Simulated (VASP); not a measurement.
# Li (R-3m) in VASP: further runs, part 2 of 2

VASP 6.6.1.

**4. Electric field gradients, PBEsol (equal xx and yy strain of +1 %)**

File INCAR:

```
SYSTEM = Li
PREC = Accurate
ENCUT = 520
EDIFF = 1E-8
ISMEAR = -1
SIGMA = 0.05
LREAL = .False.
LASPH = .True.
NELM = 60
ALGO = Normal
ISIF = 2
LWAVE = .False.
LCHARG = .False.
GGA = PS
LEFG = .True.
NBANDS = 12
```

File KPOINTS:

```
Automatic mesh
0
Gamma
  12 12 12
  0 0 0
```

File POSCAR:

```
Li
1.0
    1.5660039554      0.9041328052      7.5883000000
   -1.5660039554      0.9041328052      7.5883000000
    0.0000000000     -1.8082656104      7.5883000000
Li
3
Direct
    0.0000000000      0.0000000000      0.0000000000
    0.2220000000      0.2220000000      0.2220000000
    0.7780000000      0.7780000000      0.7780000000
```

Potentials or basis: VASP PAW PBE potentials, release 64 (Li_sv).

The run is started by

```sh
$ cat potpaw_PBE.64/Li_sv/POTCAR > POTCAR
$ mpirun -np 1 vasp_std > vasp.out
```

OUTCAR:

```text
SYSTEM = Li
   PREC = Accurate
   ENCUT = 520
   EDIFF = 1E-8
   ISMEAR = -1
   LREAL = .False.
   LASPH = .True.
   NELM = 60
   ISIF = 2
   GGA = PS

 ion  position               nearest neighbor table
   1  0.000  0.000  0.000-
   2  0.222  0.222  0.222-
   3  0.778  0.778  0.778-

  LATTYP: Found a trigonal (rhomboedric) cell.
 ALAT       =     7.8007769746
 COS(alpha) =     0.9193990832

  Lattice vectors:

 A1 = (   1.5660039554,   0.9041328052,   7.5883000000)
 A2 = (  -1.5660039554,   0.9041328052,   7.5883000000)
[... 578 lines left out ...]
  energy  without entropy=       -5.8925150781  energy(sigma->0) =       -5.89794418

 Electric field gradients (V/A^2)
---------------------------------------------------------------------
 ion       V_xx      V_yy      V_zz      V_xy      V_xz      V_yz
---------------------------------------------------------------------
   1      -0.054    -0.054     0.108    -0.000    -0.000    -0.000
   2      -0.061    -0.061     0.122     0.000    -0.000     0.000
   3      -0.061    -0.061     0.122    -0.000    -0.000     0.000
---------------------------------------------------------------------

 Electric field gradients after diagonalization (V/A^2)
 (convention: |V_zz| > |V_xx| > |V_yy|)
----------------------------------------------------------------------
 ion       V_xx      V_yy      V_zz     asymmetry (V_yy - V_xx)/ V_zz
----------------------------------------------------------------------
   1      -0.054    -0.054     0.108       0.000
   2      -0.061    -0.061     0.122       0.000
   3      -0.061    -0.061     0.122       0.000
----------------------------------------------------------------------

           NMR quadrupolar parameters

 Cq : quadrupolar parameter    Cq=e*Q*V_zz/h
 eta: asymmetry parameters     (V_yy - V_xx)/ V_zz
 Q  : nuclear electric quadrupole moment in mb (millibarn)
----------------------------------------------------------------------
 ion       Cq(MHz)       eta       Q (mb)
----------------------------------------------------------------------
   1       0.000       0.000       1.000
   2       0.000       0.000       1.000
   3       0.000       0.000       1.000
----------------------------------------------------------------------
```

stdout:

```text
POSCAR found type information on POSCAR Li
 POSCAR found :  1 types and       3 ions
 scaLAPACK will be used
 -----------------------------------------------------------------------------
|                                                                             |
|                                                                             |
|     You enforced a specific xc type in the INCAR file but a different       |
|     I HOPE YOU KNOW WHAT YOU ARE DOING!                                     |
|                                                                             |
 -----------------------------------------------------------------------------

 LDA part: xc-table for (Slater+PW92), standard interpolation
 POSCAR, INCAR and KPOINTS ok, starting setup
 FFT: planning ... GRIDC
 FFT: planning ... GRID_SOFT
 FFT: planning ... GRID
 WAVECAR not read
 entering main loop
ion   1

ion   2

ion   3
```

Wall time 5.2 min (1 thread of Intel Xeon 6975P-C (Granite Rapids), shared host); peak memory 0.5 GiB.

What came out:

```yaml
Free_energy: -5.9034 eV
Largest_force: 0.009 eV/Å
Band_gap_on_the_k_mesh: zero (an odd number of electrons rules out a gap without spin polarisation)
Largest_electric_field_gradient_by_atom: Li +0.11, +0.12 (each value once) V/Å²
```

Forces on the atoms (eV/Å):
```
Li   0.000  0.000  0.000
Li   0.000  0.000  0.009
Li   0.000  0.000 -0.009
```

Caveat: the cell differs from its parent crystal (equal xx and yy strain of +1 %); the cutoff is under 1.25 times the usual one of these potentials, so pressure, stress and relaxed cells hold a basis-set (Pulay) error; without QUAD_EFG the Cq values of the log hold for a quadrupole moment of 1 mb, not for the nuclei; the PAW data sets were made with another functional, which shifts forces and pressure a little.

**5. Electric field gradients, PBEsol (equal xx and yy strain of +1 %)**

File INCAR:

```
ALGO = Normal ; EDIFF = 1E-8
ENCUT = 520 ; GGA = PS
ISIF = 2 ; ISMEAR = -1
LASPH = True ; LCHARG = False
LEFG = True ; LREAL = False
LWAVE = False ; NBANDS = 12
NELM = 80 ; PREC = Accurate
SIGMA = 0.05
```

File KPOINTS:

```
k-points
0
Gamma
  12 12 12
```

POSCAR is that of step 4.

Potentials or basis: VASP PAW PBE potentials, release 64 (Li_sv).

The run is started by

```sh
$ cat potpaw_PBE.64/Li_sv/POTCAR > POTCAR
$ mpirun -np 1 vasp_std > vasp.out
```

OUTCAR:

```text
EDIFF = 1E-8
   ENCUT = 520
   GGA = PS
   ISIF = 2
   ISMEAR = -1
   LASPH = True
   LREAL = False
   NELM = 80
   PREC = Accurate

 ion  position               nearest neighbor table
   1  0.000  0.000  0.000-
   2  0.222  0.222  0.222-
   3  0.778  0.778  0.778-

  LATTYP: Found a trigonal (rhomboedric) cell.
 ALAT       =     7.8007769746
 COS(alpha) =     0.9193990832

  Lattice vectors:

 A1 = (   1.5660039554,   0.9041328052,   7.5883000000)
 A2 = (  -1.5660039554,   0.9041328052,   7.5883000000)
[... 577 lines left out ...]

  energy  without entropy=       -5.8925150781  energy(sigma->0) =       -5.89794418

 Electric field gradients (V/A^2)
---------------------------------------------------------------------
 ion       V_xx      V_yy      V_zz      V_xy      V_xz      V_yz
---------------------------------------------------------------------
   1      -0.054    -0.054     0.108    -0.000    -0.000    -0.000
   2      -0.061    -0.061     0.122     0.000    -0.000     0.000
   3      -0.061    -0.061     0.122    -0.000    -0.000     0.000
---------------------------------------------------------------------

 Electric field gradients after diagonalization (V/A^2)
 (convention: |V_zz| > |V_xx| > |V_yy|)
----------------------------------------------------------------------
 ion       V_xx      V_yy      V_zz     asymmetry (V_yy - V_xx)/ V_zz
----------------------------------------------------------------------
   1      -0.054    -0.054     0.108       0.000
   2      -0.061    -0.061     0.122       0.000
   3      -0.061    -0.061     0.122       0.000
----------------------------------------------------------------------

           NMR quadrupolar parameters

 Cq : quadrupolar parameter    Cq=e*Q*V_zz/h
 eta: asymmetry parameters     (V_yy - V_xx)/ V_zz
 Q  : nuclear electric quadrupole moment in mb (millibarn)
----------------------------------------------------------------------
 ion       Cq(MHz)       eta       Q (mb)
----------------------------------------------------------------------
   1       0.000       0.000       1.000
   2       0.000       0.000       1.000
   3       0.000       0.000       1.000
----------------------------------------------------------------------
```

OSZICAR:

```text
N       E                     dE             d eps       ncg     rms          rms(c)
DAV:   1     0.249129534836E+02    0.24913E+02   -0.34752E+03  4536   0.650E+02
DAV:   2    -0.612883618898E-01   -0.24974E+02   -0.24199E+02  5404   0.146E+02
DAV:   3    -0.580990907397E+01   -0.57486E+01   -0.56993E+01  8688   0.377E+01
DAV:   4    -0.590917409801E+01   -0.99265E-01   -0.99195E-01  5952   0.834E+00
DAV:   5    -0.591149223897E+01   -0.23181E-02   -0.23180E-02  7140   0.104E+00    0.672E-01
DAV:   6    -0.590597595996E+01    0.55163E-02   -0.23013E-03  7880   0.247E-01    0.378E-01
DAV:   7    -0.590328737200E+01    0.26886E-02   -0.33708E-03  7656   0.330E-01    0.328E-02
DAV:   8    -0.590337592338E+01   -0.88551E-04   -0.11024E-03  6456   0.179E-01    0.341E-02
DAV:   9    -0.590339036893E+01   -0.14446E-04   -0.58457E-05  7448   0.509E-02    0.465E-02
DAV:  10    -0.590337360659E+01    0.16762E-04   -0.29206E-05  7992   0.354E-02    0.230E-03
DAV:  11    -0.590337358435E+01    0.22248E-07   -0.21169E-06  5988   0.101E-02    0.193E-03
DAV:  12    -0.590337328916E+01    0.29519E-06   -0.41784E-08  5936   0.173E-03    0.147E-04
DAV:  13    -0.590337327710E+01    0.12056E-07   -0.29763E-09  4284   0.446E-04    0.248E-05
DAV:  14    -0.590337328636E+01   -0.92599E-08   -0.69434E-10  3748   0.191E-04
   1 F= -.59033733E+01 E0= -.58979442E+01  d E =-.108582E-01
```

stdout:

```text
POSCAR found type information on POSCAR Li
 POSCAR found :  1 types and       3 ions
 scaLAPACK will be used
 -----------------------------------------------------------------------------
|                                                                             |
|                                                                             |
|     You enforced a specific xc type in the INCAR file but a different       |
|     I HOPE YOU KNOW WHAT YOU ARE DOING!                                     |
|                                                                             |
 -----------------------------------------------------------------------------

 LDA part: xc-table for (Slater+PW92), standard interpolation
 POSCAR, INCAR and KPOINTS ok, starting setup
 FFT: planning ... GRIDC
 FFT: planning ... GRID_SOFT
 FFT: planning ... GRID
 WAVECAR not read
 entering main loop
ion   1

ion   2

ion   3
```

Wall time 5.5 min (1 thread of Intel Xeon 6975P-C (Granite Rapids), shared host); peak memory 0.5 GiB.

What came out:

| Item | Value |
| --- | --- |
| Free energy | -5.9034 eV |
| Largest force | 0.009 eV/Å |
| Band gap on the k mesh | zero (an odd number of electrons rules out a gap without spin polarisation) |
| Largest electric field gradient by atom | Li +0.11, +0.12 (each value once) V/Å² |

Forces in eV/Å, atoms in the order of the input:
```
Li   0.000  0.000  0.000
Li   0.000  0.000  0.009
Li   0.000  0.000 -0.009
```

Levels at points of the mesh, in eV from the Fermi level:
```
           k point  band 2  band 3  band 4  band 5  band 6  band 7  band 8  band 9
(0.00, 0.00, 0.00)  -45.98  -45.98   -3.46   -1.51   -1.51    5.59    5.61   12.22
(0.50, 0.00, 0.00)  -45.98  -45.97   -0.05    0.79    1.03    3.57    3.71    4.32
(0.50, 0.50, 0.00)  -45.98  -45.97    0.24    0.33    1.12    3.05    4.28    5.35
(0.50, 0.50, 0.50)  -45.99  -45.98   -2.97   -2.97    0.08    2.85   10.30   10.35
```

Caveat: the cell differs from its parent crystal (equal xx and yy strain of +1 %); the cutoff is under 1.25 times the usual one of these potentials, so pressure, stress and relaxed cells hold a basis-set (Pulay) error; without QUAD_EFG the Cq values of the log hold for a quadrupole moment of 1 mb, not for the nuclei; the PAW data sets were made with another functional, which shifts forces and pressure a little.

**6. Electric field gradients, PBEsol (zz strain of -3 %)**

File INCAR:

```
PREC = Accurate
ENCUT = 520
EDIFF = 1E-8
ISMEAR = -1
SIGMA = 0.05
LREAL = False
LASPH = True
NELM = 80
ALGO = Normal
ISIF = 2
LWAVE = False
LCHARG = False
GGA = PS
LEFG = True
NBANDS = 12
```

File KPOINTS:

```
Automatic mesh
0
Gamma
  12 12 12
```

File POSCAR:

```
Li
1.0
    1.5504989657      0.8951809952      7.3606510000
   -1.5504989657      0.8951809952      7.3606510000
    0.0000000000     -1.7903619905      7.3606510000
Li
3
Direct
    0.0000000000      0.0000000000      0.0000000000
    0.2220000000      0.2220000000      0.2220000000
    0.7780000000      0.7780000000      0.7780000000
```

Potentials or basis: VASP PAW PBE potentials, release 64 (Li_sv).

The run is started by

```sh
$ cat potpaw_PBE.64/Li_sv/POTCAR > POTCAR
$ mpirun -np 1 vasp_std > vasp.out
```

OUTCAR:

```text
PREC = Accurate
   ENCUT = 520
   EDIFF = 1E-8
   ISMEAR = -1
   LREAL = False
   LASPH = True
   NELM = 80
   ISIF = 2
   GGA = PS

 ion  position               nearest neighbor table
   1  0.000  0.000  0.000-
   2  0.222  0.222  0.222-
   3  0.778  0.778  0.778-

  LATTYP: Found a trigonal (rhomboedric) cell.
 ALAT       =     7.5752609988
 COS(alpha) =     0.9162127848

  Lattice vectors:

 A1 = (   1.5504989657,   0.8951809952,   7.3606510000)
 A2 = (  -1.5504989657,   0.8951809952,   7.3606510000)
 A3 = (   0.0000000000,  -1.7903619905,   7.3606510000)

Analysis of symmetry for initial positions (statically):
=====================================================================
 Subroutine PRICEL returns:
 Original cell was already a primitive cell.

 Routine SETGRP: Setting up the symmetry group for a
 trigonal (rhombohedral) supercell.

 Subroutine GETGRP returns: Found 12 space group operations
 (whereof 12 operations were pure point group operations)
 out of a pool of 12 trial point group operations.

The static configuration has the point symmetry D_3d.

Analysis of symmetry for dynamics (positions and initial velocities):
=====================================================================
 Subroutine PRICEL returns:
 Original cell was already a primitive cell.

 Routine SETGRP: Setting up the symmetry group for a
 trigonal (rhombohedral) supercell.

 Subroutine GETGRP returns: Found 12 space group operations
 (whereof 12 operations were pure point group operations)
[... 511 lines left out ...]
      7       4.1819      0.00000
      8       4.4673      0.00000
      9       5.0767      0.00000
     10       6.9096      0.00000
     11       7.4302      0.00000
     12       9.3806      0.00000

 [... further k-points ...]

------------------------ aborting loop because EDIFF is reached ----------------------------------------

  FORCE on cell =-STRESS in cart. coord.  units (eV):
  Direction    XX          YY          ZZ          XY          YZ          ZX
  --------------------------------------------------------------------------------------
  -------------------------------------------------------------------------------------
  Total       -0.1557507     -0.1557507      0.0316745      0.0000000     -0.0000000      0.0000000
  in kB       -4.0709024     -4.0709024      0.8278855      0.0000000     -0.0000000      0.0000000
  external PRESSURE =      -2.4379731 kB  Pullay stress =       0.0000000 kB

 VOLUME and BASIS-vectors are now :
 -----------------------------------------------------------------------------
  energy-cutoff  :      520.00
  volume of cell :       61.30
      direct lattice vectors                 reciprocal lattice vectors
     1.550498966  0.895180995  7.360651000     0.322476836  0.186182088  0.045285849
    -1.550498966  0.895180995  7.360651000    -0.322476836  0.186182088  0.045285849
     0.000000000 -1.790361990  7.360651000     0.000000000 -0.372364176  0.045285849

 POSITION                                       TOTAL-FORCE (eV/Angst)
 -----------------------------------------------------------------------------------
      0.00000      0.00000      0.00000        -0.000000      0.000000     -0.000000
      0.00000     -0.00000      4.90219         0.000000     -0.000000      0.009716
      0.00000     -0.00000     17.17976         0.000000      0.000000     -0.009716
 -----------------------------------------------------------------------------------
    total drift:                                0.000000      0.000000      0.000000

  FREE ENERGIE OF THE ION-ELECTRON SYSTEM (eV)
  ---------------------------------------------------
  free  energy   TOTEN  =        -5.9106137968 eV

  energy  without entropy=       -5.9006386100  energy(sigma->0) =       -5.90562620

 Electric field gradients (V/A^2)
---------------------------------------------------------------------
 ion       V_xx      V_yy      V_zz      V_xy      V_xz      V_yz
---------------------------------------------------------------------
   1      -0.086    -0.086     0.173    -0.000    -0.000     0.000
   2      -0.097    -0.097     0.195    -0.000     0.000     0.000
   3      -0.097    -0.097     0.195     0.000     0.000     0.000
---------------------------------------------------------------------

 Electric field gradients after diagonalization (V/A^2)
 (convention: |V_zz| > |V_xx| > |V_yy|)
----------------------------------------------------------------------
 ion       V_xx      V_yy      V_zz     asymmetry (V_yy - V_xx)/ V_zz
----------------------------------------------------------------------
   1      -0.086    -0.086     0.173       0.000
   2      -0.097    -0.097     0.195       0.000
   3      -0.097    -0.097     0.195       0.000
----------------------------------------------------------------------

           NMR quadrupolar parameters

 Cq : quadrupolar parameter    Cq=e*Q*V_zz/h
 eta: asymmetry parameters     (V_yy - V_xx)/ V_zz
 Q  : nuclear electric quadrupole moment in mb (millibarn)
----------------------------------------------------------------------
 ion       Cq(MHz)       eta       Q (mb)
----------------------------------------------------------------------
   1       0.000       0.000       1.000
   2       0.000       0.000       1.000
   3       0.000       0.000       1.000
----------------------------------------------------------------------
```

Wall time 5.4 min (1 thread of AMD EPYC 9R45 (Zen 5), shared host); peak memory 0.39 GiB.

Results:

| Property | Result |
| --- | --- |
| Free energy | -5.9106 eV |
| Largest force | 0.010 eV/Å |
| Band gap on the k mesh | zero (an odd number of electrons rules out a gap without spin polarisation) |
| Largest electric field gradient by atom | Li +0.17, +0.20 (each value once) V/Å² |

Forces on the atoms (eV/Å):
```
Li   0.000  0.000  0.000
Li   0.000  0.000  0.010
Li   0.000  0.000 -0.010
```

Caveat: the cell differs from its parent crystal (zz strain of -3 %); the cutoff is under 1.25 times the usual one of these potentials, so pressure, stress and relaxed cells hold a basis-set (Pulay) error; without QUAD_EFG the Cq values of the log hold for a quadrupole moment of 1 mb, not for the nuclei; the PAW data sets were made with another functional, which shifts forces and pressure a little.

**7. The runs side by side**

```tsv
cell	gap on the mesh (eV)	largest force (eV/Å)
a = 7.871 Å, angles 22.7°, 3 atoms	none	0.01
a = 7.789 Å, angles 22.5°, 3 atoms	none	0.01
a = 7.801 Å, angles 23.2°, 3 atoms	none	0.01
a = 7.575 Å, angles 23.6°, 3 atoms	none	0.01
```

Alike in all rows: task electric field gradients; level PBEsol; potentials or basis VASP PAW PBE potentials, release 64 (Li_sv); no spin polarisation; k mesh 12 × 12 × 12; cutoff (eV) 520; smearing fermi-dirac 0.05 eV.

Caveats: the cutoff is under 1.25 times the usual one of these potentials, so pressure, stress and relaxed cells hold a basis-set (Pulay) error; the PAW data sets were made with another functional, which shifts forces and pressure a little.

Absolute energies hang on the potentials; compare differences alone.
